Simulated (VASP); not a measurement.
A run of VASP 6.6.1 is set up as follows.

The input INCAR:

```
SYSTEM = Si3Sn
  ALGO = Normal
  EDIFF = 1E-6
  ENCUT = 520
  GGA = PE
  ISIF = 2
  ISMEAR = 0
  LASPH = .TRUE.
  LCHARG = .FALSE.
  LREAL = .FALSE.
  LWAVE = .FALSE.
  NBANDS = 36
  NELM = 100
  PREC = Accurate
  SIGMA = 0.01
```

The input KPOINTS:

```
k-points
0
G
  10 10 6
  0 0 0
```

The input POSCAR:

```
Si3Sn
1.0
    0.0000000000     -2.8793801402     -2.8793801402
    2.9036871777      5.7491609104     -2.8697807702
    5.7706667266     -2.8607283606      2.8607283606
Sn Si
2 6
Direct
    0.7476131052      0.4952262105      0.2676831048
    0.8148868948      0.6297737895      0.9198168952
    0.4990786577     -0.0018426845      0.5060344993
    0.2421771640      0.4843543281      0.7281881677
    0.0100422239      0.0200844477     -0.0017795407
    0.5524577761      0.1049155523      0.1892795407
    0.3203228360      0.6406456719      0.4593118323
    0.0634213423      0.1268426845      0.6814655007
```

Potentials or basis: VASP PAW PBE potentials, release 64 (Sn_d, Si).

Run with:

```bash
$ cat potpaw_PBE.64/Sn_d/POTCAR potpaw_PBE.64/Si/POTCAR > POTCAR
$ mpirun -np 1 vasp_std > vasp.out
```

(1) Predict the pressure.

(2) What does it give for the band gap on the k mesh?

(3) Predict the largest force.

## Answers

(1) -0.1 GPa.

(2) 0.12 eV.

(3) 0.008 eV/Å.

Caveat: spin-orbit coupling is left out, which moves the levels of the heavy elements.
